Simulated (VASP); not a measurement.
Au, 1 atom in the cell. It takes space group R-3m (No. 166, trigonal). Conventional cell: a = 2.964 Å, b = 2.964 Å, c = 6.751 Å, α = 90.00°, β = 90.00°, γ = 120.00°. Au (site symmetry -3m) has 12 Au at 2.83 to 2.96 Å within 3.7 Å.  This cell differs from its parent crystal: ratio of the length along [111] to the lengths across it x 0.93, volume and fractional coordinates fixed.

```yaml
Program: VASP 6.6.1
Task: single point
Functional: PBE
Potentials_or_basis: VASP PAW PBE potentials, release 64 (Au)
Cutoff: 520 eV
k_mesh: 22 × 22 × 22
Occupations: gaussian, width 0.15 eV
Spin: no spin polarisation
Dipole_correction: no
Further_INCAR_settings: ALGO = Fast; EDIFF = 1e-06; NBANDS = 12
```

Potentials or basis: VASP PAW PBE potentials, release 64 (Au).

Command:

```console
$ cat potpaw_PBE.64/Au/POTCAR > POTCAR
$ mpirun -np 1 vasp_std > vasp.out
```

Hardware: 1 thread of Intel(R) Xeon(R) Platinum 8259CL CPU @ 2.50GHz (Skylake/Cascade Lake), with other jobs on the host.

Problem. How long does it take, and how much memory?

Solution. Wall time 2 min on 1 thread of Intel(R) Xeon(R) Platinum 8259CL CPU @ 2.50GHz (Skylake/Cascade Lake), on a shared host, peak memory 0.32 GiB. Counts: scf iterations 12, k points 1024.
